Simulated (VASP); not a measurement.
# O2 in VASP: a series of runs

The runs below take O2 through single point, relaxation of the atoms, with LDA.

Everything below comes from runs of VASP 6.6.1. Logs are shortened: lines on timing, memory, paths and dates and some standing lists are left out, and cuts for length are marked.

## 1. The cell of the first run

The cell holds a molecule in a box, 2 atoms: a = 9.000 Å, b = 9.500 Å, c = 10.000 Å, α = 90.00°, β = 90.00°, γ = 90.00°.

## 2. Single point, LDA, collinear spin, ferromagnetic start

Contents of INCAR:

```
SYSTEM = O
PREC     = Accurate       ! precision mode
ENCUT    = 520            ! plane-wave cutoff, eV
EDIFF    = 1E-6           ! SCF threshold, eV
ISMEAR   = 1              ! smearing method
SIGMA    = 0.02           ! smearing width, eV
LREAL    = .False.        ! projectors in reciprocal space
LASPH    = .True.         ! aspherical terms in the spheres
NELM     = 150            ! most SCF steps
ALGO     = Normal         ! electronic algorithm
ISIF     = 2              ! what is computed and relaxed
LWAVE    = .False.        ! write WAVECAR
LCHARG   = .False.        ! write CHGCAR
ISPIN    = 2              ! spin polarisation
MAGMOM   = 1 1            ! initial moments
LORBIT   = 11             ! projections on sites
NBANDS   = 17             ! bands
```

Contents of KPOINTS:

```
regular mesh
0
Gamma
  1 1 1
  0 0 0
```

Contents of POSCAR:

```
O
1.0
    9.0000000000      0.0000000000      0.0000000000
    0.0000000000      9.5000000000      0.0000000000
    0.0000000000      0.0000000000     10.0000000000
O
2
Direct
    0.5000000000      0.5000000000      0.4400239325
    0.5000000000      0.5000000000      0.5599760675
```

Potentials or basis: VASP PAW LDA potentials, release 64 (O).

Launch:

```sh
$ cat potpaw_LDA.64/O/POTCAR > POTCAR
$ mpirun -np 1 vasp_gam > vasp.out
```

OUTCAR:

```text
SYSTEM = O
   PREC = Accurate
   ENCUT = 520
   EDIFF = 1E-6
   ISMEAR = 1
   LREAL = .False.
   LASPH = .True.
   NELM = 150
   ISIF = 2
   ISPIN = 2
   LORBIT = 11

 ion  position               nearest neighbor table
   1  0.500  0.500  0.440-   2 1.20
   2  0.500  0.500  0.560-   1 1.20

  LATTYP: Found a simple orthorhombic cell.
 ALAT       =     9.0000000000
 B/A-ratio  =     1.0555555556
 C/A-ratio  =     1.1111111111

  Lattice vectors:

 A1 = (   9.0000000000,   0.0000000000,   0.0000000000)
 A2 = (   0.0000000000,   9.5000000000,   0.0000000000)
 A3 = (   0.0000000000,   0.0000000000,  10.0000000000)

Analysis of symmetry for initial positions (statically):
=====================================================================
 Subroutine PRICEL returns:
 Original cell was already a primitive cell.

 Routine SETGRP: Setting up the symmetry group for a
 simple orthorhombic supercell.

 Subroutine GETGRP returns: Found  8 space group operations
 (whereof  8 operations were pure point group operations)
 out of a pool of  8 trial point group operations.

The static configuration has the point symmetry D_2h.

Analysis of symmetry for dynamics (positions and initial velocities):
=====================================================================
 Subroutine PRICEL returns:
 Original cell was already a primitive cell.

 Routine SETGRP: Setting up the symmetry group for a
 simple orthorhombic supercell.

 Subroutine GETGRP returns: Found  8 space group operations
 (whereof  8 operations were pure point group operations)
 out of a pool of  8 trial point group operations.

The dynamic configuration has the point symmetry D_2h.

Analysis of structural, dynamic, and magnetic symmetry:
=====================================================================
 Subroutine PRICEL returns:
 Original cell was already a primitive cell.

 Routine SETGRP: Setting up the symmetry group for a
 simple orthorhombic supercell.

 Subroutine GETGRP returns: Found  8 space group operations
 (whereof  8 operations were pure point group operations)
 out of a pool of  8 trial point group operations.

The overall configuration has the point symmetry D_2h.

 Subroutine INISYM returns: Found  8 space group operations
 (whereof  8 operations are pure point group operations),
 and found     1 'primitive' translations

----------------------------------------------------------------------------------------

                                     Primitive cell

  volume of cell :     855.0000

  direct lattice vectors                    reciprocal lattice vectors
     9.000000000  0.000000000  0.000000000     0.111111111  0.000000000  0.000000000
     0.000000000  9.500000000  0.000000000     0.000000000  0.105263158  0.000000000
     0.000000000  0.000000000 10.000000000     0.000000000  0.000000000  0.100000000

  length of vectors
     9.000000000  9.500000000 10.000000000     0.111111111  0.105263158  0.100000000

  position of ions in fractional coordinates (direct lattice)
     0.500000000  0.500000000  0.440023932
     0.500000000  0.500000000  0.559976068

  ion indices of the primitive-cell ions
   primitive index   ion index
                 1           1
                 2           2

----------------------------------------------------------------------------------------

 KPOINTS: regular mesh

Automatic generation of k-mesh.
 Grid dimensions read from file:
 generate k-points for:    1    1    1

 Generating k-lattice:

  Cartesian coordinates                     Fractional coordinates (reciprocal lattice)
     0.111111111  0.000000000  0.000000000     1.000000000  0.000000000  0.000000000
     0.000000000  0.105263158  0.000000000     0.000000000  1.000000000  0.000000000
     0.000000000  0.000000000  0.100000000     0.000000000  0.000000000  1.000000000

  Length of vectors
     0.111111111  0.105263158  0.100000000

  Shift w.r.t. Gamma in fractional coordinates (k-lattice)
     0.000000000  0.000000000  0.000000000

 Subroutine IBZKPT returns following result:
 ===========================================

 Found      1 irreducible k-points:

 Following reciprocal coordinates:
            Coordinates               Weight
  0.000000  0.000000  0.000000      1.000000
   k-points           NKPTS =      1   k-points in BZ     NKDIM =      1   number of bands    NBANDS=     17
   number of dos      NEDOS =    301   number of ions     NIONS =      2
   total plane-waves  NPLWV = 403200
   dimension x,y,z NGX =    70 NGY =   72 NGZ =   80
   dimension x,y,z NGXF=   140 NGYF=  144 NGZF=  160
   ions per type =               2
   NGX,Y,Z   is equivalent  to a cutoff of  12.93, 12.60, 13.30 a.u.
   NGXF,Y,Z  is equivalent  to a cutoff of  25.86, 25.20, 26.60 a.u.
 SYSTEM =  O
   PREC   = accura    normal or accurate (medium, high low for compatibility)
   ISTART =      0    job   : 0-new  1-cont  2-samecut
   ICHARG =      2    charge: 1-file 2-atom 10-const
   ISPIN  =      2    spin polarized calculation?
   LNONCOLLINEAR =      F non collinear calculations
   LSORBIT =      F    spin-orbit coupling
   LASPH  =      T    aspherical Exc in radial PAW
   ENCUT  =  520.0 eV  38.22 Ry    6.18 a.u.  16.73 17.66 18.59*2*pi/ulx,y,z
   NELM   =    150;   NELMIN=  2; NELMDL= -5     # of ELM steps
   EDIFF  = 0.1E-05   stopping-criterion for ELM
   LREAL  =      F    real-space projection
   EDIFFG = 0.1E-04   stopping-criterion for IOM
   NSW    =      0    number of steps for IOM
   IBRION =     -1    ionic relax: 0-MD 1-quasi-New 2-CG
   NFREE  =      0    steps in history (QN), initial steepest desc. (CG)
   ISIF   =      2    stress and relaxation
   ISYM   =      2    0-nonsym 1-usesym 2-fastsym
   POTIM  = 0.5000    time-step for ionic-motion
   TEBEG  =    0.0;   TEEND  =   0.0 temperature during run
   PSTRESS=    0.0 pullay stress
   NELECT =      12.0000    total number of electrons
   NUPDOWN=      -1.0000    fix difference up-down
   EMIN   =  10.00;   EMAX   =-10.00  energy-range for DOS
   EFERMI =   0.00;   METHOD = LEGACY
   ISMEAR =     1;   SIGMA  =   0.02  broadening in eV -4-tet -1-fermi 0-gaus
   EFERMI_NEDOS =   21; number of points for ismear=-14 and -15
   IALGO  =     38    algorithm
   IMIX   =      4    mixing-type and parameters
     AMIX     =   0.40;   BMIX     =  1.00
     AMIX_MAG =   1.60;   BMIX_MAG =  1.00
  volume/ion in A,a.u.               =     427.50      2884.91
  Fermi-wavevector in a.u.,A,eV,Ry     =   0.394893  0.746240  2.121703  0.155941
  Thomas-Fermi vector in A             =   1.339966
   LORBIT       =     11    0 simple, 1 ext, 2 COOP (PROOUT), +10 PAW based schemes
   GGA     = CA    functional components
   LHFCALC =     F    Hartree Fock is set to
   AEXX    =    0.0000 exact exchange contribution
   IVDW    =     0    specifies the selected vdW correction
   LEPSILON=     F    determine dielectric tensor
   LRPA    =     F    only Hartree local field effects (RPA)
 spin polarized calculation
 Methfessel and Paxton  Order N= 1 SIGMA  =   0.02
  energy-cutoff  :      520.00
  volume of cell :      855.00
 maximum number of plane-waves:     11510
 NGX is ok and might be reduce to    70
   NGX = 33   NGY = 35   NGZ = 37

 number of electron      12.0000002 magnetization       2.0000000

 Free energy of the ion-electron system (eV)
  ---------------------------------------------------
  ext. energy  EPLUGINS =         0.00000000
  ---------------------------------------------------
  free energy    TOTEN  =       -10.45600606 eV

  energy without entropy =      -10.45716564  energy(sigma->0) =      -10.45639258

 E-fermi :  -6.6585     XC(G=0):  -0.6127

 val. band max:       -6.6753156004   @ k =   0.0000   0.0000   0.0000
 cond. band min:      -4.7102598613   @ k =   0.0000   0.0000   0.0000
 fundamental gap:      1.9650557391
 Fermi energy:        -6.6584787450

 spin component 1

 k-point     1 :       0.0000    0.0000    0.0000
  band No.  band energies     occupation
      1     -33.1572      1.00000
      2     -20.0263      1.00000
      3     -13.6492      1.00000
      4     -13.6491      1.00000
      5     -13.6308      1.00000
      6      -6.6753      1.00001
      7      -6.6753      0.99999
      8      -0.2250      0.00000
      9       1.0273      0.00000
     10       1.2908      0.00000
     11       1.3407      0.00000
     12       1.5029      0.00000
     13       1.5856      0.00000
     14       1.7646      0.00000
     15       2.5308      0.00000
     16       2.8964      0.00000
     17       2.9095      0.00000
 Fermi energy:        -6.6584787450

 spin component 2

 k-point     1 :       0.0000    0.0000    0.0000
  band No.  band energies     occupation
      1     -31.9400      1.00000
      2     -18.4066      1.00000
      3     -12.5346      1.00000
      4     -12.0037      1.00000
      5     -12.0036      1.00000
      6      -4.7103      0.00000
      7      -4.7102      0.00000
      8      -0.1790      0.00000
      9       1.1402      0.00000
     10       1.3251      0.00000
     11       1.3934      0.00000
     12       1.5613      0.00000
     13       1.6045      0.00000
     14       1.7896      0.00000
     15       2.7166      0.00000
     16       2.9481      0.00000
     17       2.9534      0.00000

------------------------ aborting loop because EDIFF is reached ----------------------------------------

  FORCE on cell =-STRESS in cart. coord.  units (eV):
  Direction    XX          YY          ZZ          XY          YZ          ZX
  --------------------------------------------------------------------------------------
  -------------------------------------------------------------------------------------
  Total       -0.0689245     -0.0680481      2.0918494      0.0000000      0.0000000      0.0000000
  in kB       -0.1291571     -0.1275148      3.9198991      0.0000000      0.0000000      0.0000000
  external PRESSURE =       1.2210757 kB  Pullay stress =       0.0000000 kB

 VOLUME and BASIS-vectors are now :
 -----------------------------------------------------------------------------
  energy-cutoff  :      520.00
  volume of cell :      855.00
      direct lattice vectors                 reciprocal lattice vectors
     9.000000000  0.000000000  0.000000000     0.111111111  0.000000000  0.000000000
     0.000000000  9.500000000  0.000000000     0.000000000  0.105263158  0.000000000
     0.000000000  0.000000000 10.000000000     0.000000000  0.000000000  0.100000000

 POSITION                                       TOTAL-FORCE (eV/Angst)
 -----------------------------------------------------------------------------------
      4.50000      4.75000      4.40024         0.000000      0.000000     -1.812468
      4.50000      4.75000      5.59976         0.000000      0.000000      1.812468
 -----------------------------------------------------------------------------------
    total drift:                                0.000000      0.000000      0.000000

  FREE ENERGIE OF THE ION-ELECTRON SYSTEM (eV)
  ---------------------------------------------------
  free  energy   TOTEN  =       -10.4560060573 eV

  energy  without entropy=      -10.4571656383  energy(sigma->0) =      -10.45639258

 total charge

# of ion       s       p       d       tot
------------------------------------------
    1        1.602   3.322   0.000   4.924
    2        1.602   3.322   0.000   4.924
--------------------------------------------------
tot          3.205   6.644   0.000   9.849

 magnetization (x)

# of ion       s       p       d       tot
------------------------------------------
    1        0.008   0.795   0.000   0.803
    2        0.008   0.795   0.000   0.803
--------------------------------------------------
tot          0.016   1.590   0.000   1.606
```

It took 2.2 min on 1 thread of Intel Xeon 8259CL, shared host; peak memory 0.65 GiB.

Results:

```yaml
Free_energy: -10.4560 eV
Largest_force: 1.812 eV/Å
Gap_between_the_frontier_levels: 1.97 eV
Net_moment: 2.00 μB per cell
Site_moments: O +0.80 μB
Valence_electrons_inside_the_program's_atomic_spheres: O 4.92
```

Forces in eV/Å, atoms in the order of the input:
```
O    0.000  0.000 -1.812
O    0.000  0.000  1.812
```

Levels at points of the mesh, in eV from the valence-band top:
Spin up:
| k point | band 3 | band 4 | band 5 | band 6 | band 7 | band 8 | band 9 | band 10 | band 11 | band 12 |
| --- | --- | --- | --- | --- | --- | --- | --- | --- | --- | --- |
| (0.00, 0.00, 0.00) | -6.97 | -6.97 | -6.96 | 0.00 | 0.00 | 6.45 | 7.70 | 7.97 | 8.02 | 8.18 |
Spin down:
| k point | band 2 | band 3 | band 4 | band 5 | band 6 | band 7 | band 8 | band 9 |
| --- | --- | --- | --- | --- | --- | --- | --- | --- |
| (0.00, 0.00, 0.00) | -11.73 | -5.86 | -5.33 | -5.33 | 1.96 | 1.97 | 6.50 | 7.82 |

Caveat: the standard files for N, O and F lose accuracy on very short bonds.

## 3. Relaxation of the atoms, LDA, collinear spin, ferromagnetic start

Contents of INCAR:

```
PREC = Accurate ; ENCUT = 520
EDIFF = 1E-7 ; ISMEAR = 1
SIGMA = 0.02 ; LREAL = False
LASPH = True ; NELM = 150
ALGO = Normal ; ISIF = 2
LWAVE = False ; LCHARG = False
ISPIN = 2 ; MAGMOM = 1 1
LORBIT = 11 ; IBRION = 2
NSW = 80 ; EDIFFG = -0.02
```

Contents of KPOINTS:

```
Automatic mesh
0
Gamma
  1 1 1
```

Contents of POSCAR:

```
O
1.0
    9.0000000000      0.0000000000      0.0000000000
    0.0000000000      9.5000000000      0.0000000000
    0.0000000000      0.0000000000     10.0000000000
O
2
Direct
    0.5000000000      0.5000000000      0.4385000000
    0.5000000000      0.5000000000      0.5615000000
```

Potentials or basis: VASP PAW LDA potentials, release 64 (O).

Launch:

```sh
$ cat potpaw_LDA.64/O/POTCAR > POTCAR
$ mpirun -np 1 vasp_gam > vasp.out
```

Wall time 4.5 min (1 thread of Intel Xeon 8259CL, shared host); peak memory 0.64 GiB.

Results (log left out):

```yaml
Free_energy: -10.4761 eV
Energy_gained_by_relaxing: 1.5 meV/atom
Ionic_steps: 3
Largest_force_after_relaxing: 0.004 eV/Å
Gap_between_the_frontier_levels: 1.97 eV
Net_moment: 2.00 μB per cell
Site_moments: O +0.81 μB
Valence_electrons_inside_the_program's_atomic_spheres: O 4.89
```

Forces in eV/Å, atoms in the order of the input:
```
O    0.000  0.000  0.004
O    0.000  0.000 -0.004
```

The path:
```tsv
step	energy change (eV)	largest force (eV/Å)	pressure (GPa)
1	0.0000	0.6765	-0.06
2	0.1403	5.4267	0.38
3	-0.0031	0.0040	-0.01
```

Final structure:
```
CELL_PARAMETERS angstrom
9.00000 0.00000 0.00000
0.00000 9.50000 0.00000
0.00000 0.00000 10.00000
ATOMIC_POSITIONS crystal
O 0.50000 0.50000 0.43895
O 0.50000 0.50000 0.56105
```

Levels at points of the mesh, in eV from the valence-band top:
Spin up:
```tsv
k point	band 4	band 5	band 6	band 7	band 8	band 9	band 10	band 11
(0.00, 0.00, 0.00)	-6.60	-6.60	0.00	0.00	6.61	7.80	8.12	8.19
```
Spin down:
```csv
k point,band 3,band 4,band 5,band 6,band 7,band 8
"(0.00, 0.00, 0.00)",-5.65,-4.96,-4.96,1.97,1.97,6.66
```

Caveat: the standard files for N, O and F lose accuracy on very short bonds.
